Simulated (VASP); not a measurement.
# Ag (Fm-3m) in VASP: single point with PBEsol

Aim: the single point of Ag with PBEsol.

Program: VASP 6.6.1. These are calculated values, not measurements. Logs are shortened: lines on timing, memory, paths and dates and some standing lists are left out, and cuts for length are marked.

## Step 1: The cell of the first run

Symmetry: Fm-3m, No. 225, cubic system. Conventional cell: a = 4.086 Å, b = 4.086 Å, c = 4.086 Å, α = 90.00°, β = 90.00°, γ = 90.00°. Within 3.8 Å of Ag (site symmetry m-3m) lie 12 Ag at 2.89 Å.

## Step 2: Single point, PBEsol

File INCAR:

```
  PREC = Accurate
  ENCUT = 520
  EDIFF = 1E-7
  ISMEAR = 0
  SIGMA = 0.15
  LREAL = F
  LASPH = T
  NELM = 60
  ALGO = Fast
  ISIF = 2
  LWAVE = F
  LCHARG = T
  GGA = PS
  LELF = T
  LVHAR = T
  NBANDS = 54
```

File KPOINTS:

```
Automatic mesh
0
Gamma
  10 10 10
```

File POSCAR:

```
Ag
1.0
   -4.0862000000     -4.0862000000      0.0000000000
    0.0000000000     -4.0862000000      4.0862000000
   -4.0862000000      0.0000000000      4.0862000000
Ag
8
Direct
    0.5000000000      0.0000000000      0.0000000000
    0.0000000000      0.0000000000      0.0000000000
    0.5000000000      0.5000000000      0.0000000000
    0.0000000000      0.5000000000      0.0000000000
    0.5000000000      0.0000000000      0.5000000000
    0.0000000000      0.0000000000      0.5000000000
    0.5000000000      0.5000000000      0.5000000000
    0.0000000000      0.5000000000      0.5000000000
```

Potentials or basis: VASP PAW PBE potentials, release 64 (Ag).

Run with:

```
> cat potpaw_PBE.64/Ag/POTCAR > POTCAR
> mpirun -np 1 vasp_std > vasp.out
```

OUTCAR:

```text
PREC = Accurate
   ENCUT = 520
   EDIFF = 1E-7
   ISMEAR = 0
   LREAL = F
   LASPH = T
   NELM = 60
   ISIF = 2
   GGA = PS

 ion  position               nearest neighbor table
   1  0.500  0.000  0.000-   2 2.89   3 2.89   5 2.89   5 2.89   6 2.89   7 2.89   3 2.89   4 2.89
                             7 2.89   2 2.89   4 2.89   6 2.89
   2  0.000  0.000  0.000-   1 2.89   4 2.89   6 2.89   5 2.89   6 2.89   8 2.89   3 2.89   4 2.89
                             8 2.89   1 2.89   3 2.89   5 2.89
   3  0.500  0.500  0.000-   1 2.89   4 2.89   7 2.89   5 2.89   7 2.89   8 2.89   1 2.89   2 2.89
                             5 2.89   2 2.89   4 2.89   8 2.89
   4  0.000  0.500  0.000-   2 2.89   3 2.89   8 2.89   6 2.89   7 2.89   8 2.89   1 2.89   2 2.89
                             6 2.89   1 2.89   3 2.89   7 2.89
   5  0.500  0.000  0.500-   1 2.89   6 2.89   7 2.89   1 2.89   2 2.89   3 2.89   3 2.89   7 2.89
                             8 2.89   2 2.89   6 2.89   8 2.89
   6  0.000  0.000  0.500-   2 2.89   5 2.89   8 2.89   1 2.89   2 2.89   4 2.89   4 2.89   7 2.89
                             8 2.89   1 2.89   5 2.89   7 2.89
   7  0.500  0.500  0.500-   3 2.89   5 2.89   8 2.89   1 2.89   3 2.89   4 2.89   1 2.89   5 2.89
                             6 2.89   4 2.89   6 2.89   8 2.89
   8  0.000  0.500  0.500-   4 2.89   6 2.89   7 2.89   2 2.89   3 2.89   4 2.89   2 2.89   5 2.89
                             6 2.89   3 2.89   5 2.89   7 2.89
[... 6 lines left out ...]
 A1 = (  -4.0862000000,  -4.0862000000,   0.0000000000)
 A2 = (   0.0000000000,  -4.0862000000,   4.0862000000)
 A3 = (  -4.0862000000,   0.0000000000,   4.0862000000)

Analysis of symmetry for initial positions (statically):
=====================================================================
 Subroutine PRICEL returns following result:

  LATTYP: Found a face centered cubic cell.
 ALAT       =     4.0862000000

  Lattice vectors:

 A1 = (  -2.0431000000,  -2.0431000000,   0.0000000000)
 A2 = (   0.0000000000,  -2.0431000000,   2.0431000000)
 A3 = (  -2.0431000000,   0.0000000000,   2.0431000000)

   8 primitive cells build up your supercell.

 Routine SETGRP: Setting up the symmetry group for a
 face centered cubic supercell.

 Subroutine GETGRP returns: Found 48 space group operations
 (whereof 48 operations were pure point group operations)
 out of a pool of 48 trial point group operations.

The static configuration has the point symmetry O_h .

Analysis of symmetry for dynamics (positions and initial velocities):
=====================================================================
 Subroutine PRICEL returns following result:

  LATTYP: Found a face centered cubic cell.
 ALAT       =     4.0862000000

[... 118 lines left out ...]
   NFREE  =      0    steps in history (QN), initial steepest desc. (CG)
   ISIF   =      2    stress and relaxation
   ISYM   =      2    0-nonsym 1-usesym 2-fastsym
   POTIM  = 0.5000    time-step for ionic-motion
   TEBEG  =    0.0;   TEEND  =   0.0 temperature during run
   PSTRESS=    0.0 pullay stress
   NELECT =      88.0000    total number of electrons
   NUPDOWN=      -1.0000    fix difference up-down
   EMIN   =  10.00;   EMAX   =-10.00  energy-range for DOS
   EFERMI =   0.00;   METHOD = LEGACY
   ISMEAR =     0;   SIGMA  =   0.15  broadening in eV -4-tet -1-fermi 0-gaus
   EFERMI_NEDOS =   21; number of points for ismear=-14 and -15
   IALGO  =     68    algorithm
   IMIX   =      4    mixing-type and parameters
     AMIX     =   0.40;   BMIX     =  1.00
     AMIX_MAG =   1.60;   BMIX_MAG =  1.00
  volume/ion in A,a.u.               =      17.06       115.11
  Fermi-wavevector in a.u.,A,eV,Ry     =   1.414402  2.672832 27.218893  2.000532
  Thomas-Fermi vector in A             =   2.535948
   LORBIT       =      0    0 simple, 1 ext, 2 COOP (PROOUT), +10 PAW based schemes
   GGA     = PS    functional components
   LHFCALC =     F    Hartree Fock is set to
   AEXX    =    0.0000 exact exchange contribution
   IVDW    =     0    specifies the selected vdW correction
   LEPSILON=     F    determine dielectric tensor
   LRPA    =     F    only Hartree local field effects (RPA)
 non-spin polarized calculation
 RMM-DIIS sequential band-by-band and
 Gauss-broadening in eV      SIGMA  =   0.15
  energy-cutoff  :      520.00
  volume of cell :      136.45
 maximum number of plane-waves:      3708
 NGX is ok and might be reduce to    48
   NGX = 21   NGY = 21   NGZ = 21

 number of electron      87.9999991 magnetization

 Free energy of the ion-electron system (eV)
  ---------------------------------------------------
  ext. energy  EPLUGINS =         0.00000000
  ---------------------------------------------------
  free energy    TOTEN  =       -26.47248620 eV

  energy without entropy =      -26.45413672  energy(sigma->0) =      -26.46331146

 E-fermi :   8.2080     XC(G=0): -12.4096

 val. band max:        8.1610931056   @ k =  -0.3000   0.3000   0.0000
 cond. band min:       8.2614921892   @ k =  -0.4000   0.2000   0.0000
 fundamental gap:      0.1003990836
 Fermi energy:         8.2079622584

 k-point     1 :       0.0000    0.0000    0.0000
  band No.  band energies     occupation
      1       0.3987      2.00000
      2       1.8047      2.00000
      3       1.8047      2.00000
      4       1.8047      2.00000
      5       1.8389      2.00000
      6       1.8389      2.00000
[... 1357 lines left out ...]
     53      15.1321      0.00000
     54      15.7617      0.00000

 [... further k-points ...]
[... 5 lines left out ...]
  --------------------------------------------------------------------------------------
  -------------------------------------------------------------------------------------
  Total       -2.4226239     -2.4226239     -2.4226239     -0.0000000     -0.0000000      0.0000000
  in kB      -28.4451175    -28.4451175    -28.4451175     -0.0000000     -0.0000000      0.0000000
  external PRESSURE =     -28.4451175 kB  Pullay stress =       0.0000000 kB

 VOLUME and BASIS-vectors are now :
 -----------------------------------------------------------------------------
  energy-cutoff  :      520.00
  volume of cell :      136.45
      direct lattice vectors                 reciprocal lattice vectors
    -4.086200000 -4.086200000  0.000000000    -0.122363076 -0.122363076 -0.122363076
     0.000000000 -4.086200000  4.086200000     0.122363076 -0.122363076  0.122363076
    -4.086200000  0.000000000  4.086200000    -0.122363076  0.122363076  0.122363076

 POSITION                                       TOTAL-FORCE (eV/Angst)
 -----------------------------------------------------------------------------------
     -2.04310     -2.04310      0.00000         0.000000      0.000000     -0.000000
      0.00000      0.00000      0.00000        -0.000000     -0.000000     -0.000000
     -2.04310     -4.08620      2.04310         0.000000      0.000000      0.000000
      0.00000     -2.04310      2.04310         0.000000      0.000000      0.000000
     -4.08620     -2.04310      2.04310        -0.000000     -0.000000     -0.000000
     -2.04310      0.00000      2.04310        -0.000000      0.000000      0.000000
     -4.08620     -4.08620      4.08620         0.000000     -0.000000     -0.000000
     -2.04310     -2.04310      4.08620        -0.000000      0.000000     -0.000000
 -----------------------------------------------------------------------------------
    total drift:                               -0.000000     -0.000000      0.000000

  FREE ENERGIE OF THE ION-ELECTRON SYSTEM (eV)
  ---------------------------------------------------
  free  energy   TOTEN  =       -26.4724862008 eV

  energy  without entropy=      -26.4541367212  energy(sigma->0) =      -26.46331146
```

OSZICAR:

```text
N       E                     dE             d eps       ncg     rms          rms(c)
DAV:   1     0.635333303780E+03    0.63533E+03   -0.45312E+04  5076   0.162E+03
DAV:   2    -0.106564210809E+02   -0.64599E+03   -0.61823E+03  5214   0.378E+02
DAV:   3    -0.291516499430E+02   -0.18495E+02   -0.18268E+02  5604   0.699E+01
DAV:   4    -0.292737683204E+02   -0.12212E+00   -0.12204E+00  5370   0.543E+00
DAV:   5    -0.292747364671E+02   -0.96815E-03   -0.96813E-03  5450   0.514E-01    0.157E+01
RMM:   6    -0.265610123049E+02    0.27137E+01   -0.91431E+00  5076   0.155E+01    0.928E+00
RMM:   7    -0.265017457266E+02    0.59267E-01   -0.36117E-01  5168   0.251E+00    0.542E+00
RMM:   8    -0.264734142420E+02    0.28331E-01   -0.27174E-02  5242   0.957E-01    0.740E-01
RMM:   9    -0.264724300290E+02    0.98421E-03   -0.61398E-03  5280   0.389E-01    0.794E-02
RMM:  10    -0.264724945662E+02   -0.64537E-04   -0.59401E-04  5337   0.949E-02    0.811E-02
RMM:  11    -0.264724832375E+02    0.11329E-04   -0.87084E-05  5332   0.484E-02    0.298E-02
RMM:  12    -0.264724861452E+02   -0.29077E-05   -0.14965E-05  5391   0.178E-02    0.105E-02
RMM:  13    -0.264724861695E+02   -0.24260E-07   -0.24512E-06  4905   0.652E-03    0.641E-03
RMM:  14    -0.264724862008E+02   -0.31294E-07   -0.58681E-07  3999   0.314E-03
   1 F= -.26472486E+02 E0= -.26463311E+02  d E =-.183495E-01
```

stdout:

```text
POSCAR found type information on POSCAR Ag
 POSCAR found :  1 types and       8 ions
 scaLAPACK will be used
 -----------------------------------------------------------------------------
|                                                                             |
|                                                                             |
|     You enforced a specific xc type in the INCAR file but a different       |
|     I HOPE YOU KNOW WHAT YOU ARE DOING!                                     |
|                                                                             |
 -----------------------------------------------------------------------------

 LDA part: xc-table for (Slater+PW92), standard interpolation
 POSCAR, INCAR and KPOINTS ok, starting setup
 FFT: planning ... GRIDC
 FFT: planning ... GRID_SOFT
 FFT: planning ... GRID
 WAVECAR not read
 entering main loop
```

Wall time 15 min (1 thread of Intel Xeon 8259CL, shared host); peak memory 0.46 GiB.

What came out:

- Free energy: -26.4725 eV
- Pressure: -2.8 GPa
- Band gap on the k mesh: zero (bands 44 and 45 overlap by 1.54 eV)

Levels at points of the mesh, in eV from the Fermi level:
| k point | band 40 | band 41 | band 42 | band 43 | band 44 | band 45 | band 46 | band 47 | band 48 | band 49 |
| --- | --- | --- | --- | --- | --- | --- | --- | --- | --- | --- |
| (0.00, 0.00, 0.00) | -2.70 | -2.70 | -0.44 | -0.44 | -0.44 | -0.44 | 1.56 | 1.56 | 1.56 | 3.60 |
| (0.50, 0.00, 0.00) | -2.85 | -2.85 | -2.85 | 1.00 | 1.00 | 1.00 | 1.00 | 1.00 | 1.00 | 6.09 |
| (0.50, 0.50, 0.00) | -3.33 | -2.70 | -2.70 | -0.54 | -0.54 | -0.54 | -0.54 | 5.93 | 5.93 | 5.93 |

Caveat: the PAW data sets were made with another functional, which shifts forces and pressure a little.
